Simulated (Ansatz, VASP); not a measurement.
## Mg2ZnO3: VASP beside Ansatz

INCAR

```
ALGO     = Normal         # electronic algorithm
EDIFF    = 1E-6           # SCF threshold, eV
ENCUT    = 520            # plane-wave cutoff, eV
GGA      = PS             # functional
ISIF     = 2              # what is computed and relaxed
ISMEAR   = 0              # smearing method
LASPH    = True           # aspherical terms in the spheres
LCHARG   = False          # write CHGCAR
LREAL    = False          # projectors in reciprocal space
LWAVE    = False          # write WAVECAR
NBANDS   = 26             # bands
NELM     = 100            # most SCF steps
PREC     = Accurate       # precision mode
SIGMA    = 0.01           # smearing width, eV
```

Contents of KPOINTS:

```
k-points
0
Gamma
  7 7 3
```

POSCAR

```
Mg2ZnO3
1.0
    3.0329990000      0.0000000000      0.0000000000
   -1.5164990000      2.6266540000      0.0000000000
    0.0000000000      0.0000000000      7.4033160000
Mg Zn O
2 1 3
Direct
    0.3333333333      0.6666666667      0.6658000000
    0.6666666667      0.3333333333      0.3342000000
    0.0000000000      0.0000000000      0.0000000000
    0.3390440189      0.6780880415      0.1726190000
    0.6666666667      0.3333333333      0.8273810000
    0.0000000000      0.0000000000      0.5000000000
```

Input for Ansatz:

```yaml
crystal:
  lattice:
    - [3.032999, 0.0, 0.0]
    - [-1.516499, 2.626654, 0.0]
    - [0.0, 0.0, 7.403316]
  atoms:
    - { symbol: Mg, position: [0.3333333333333333, 0.6666666666666666, 0.6658] }
    - { symbol: Mg, position: [0.6666666666666666, 0.3333333333333333, 0.3342] }
    - { symbol: Zn, position: [0.0, 0.0, 0.0] }
    - { symbol: O, position: [0.3390440188878068, 0.6780880415413171, 0.172619] }
    - { symbol: O, position: [0.6666666666666666, 0.3333333333333333, 0.827381] }
    - { symbol: O, position: [0.0, 0.0, 0.5] }
basis:
  ecutwfc: 450.0
kpoints:
  mp_grid:
    grid: [7, 7, 3]
hamiltonian:
  xc: pbesol
scf:
  occupations:
    method: fixed
output:
  polarization: {}
```

Alike in both runs: task single point; functional PBEsol; k mesh 7 × 7 × 3; no spin polarisation.

|  | VASP | Ansatz |
| --- | --- | --- |
| version | VASP 6.6.1 | Ansatz 0.2.0 |
| potentials or method | VASP PAW PBE potentials, release 64 (Mg, Zn, O), cutoff 520 eV | plane waves, PAW |
| occupations | gaussian, width 0.01 eV | fixed |
| valence electrons in the cell | 34 | 50 |

VASP gave:

```
gap on the k mesh at the Fermi level (eV) : 2.78
```

Q: Estimate Ansatz's values.

A: gap on the k mesh at the Fermi level (eV): 2.80.

VASP's potentials were made for PBE, not for PBEsol. VASP's potentials hold 34 valence electrons a cell and Ansatz's 50, so a difference there can come from the potentials and not from the codes.
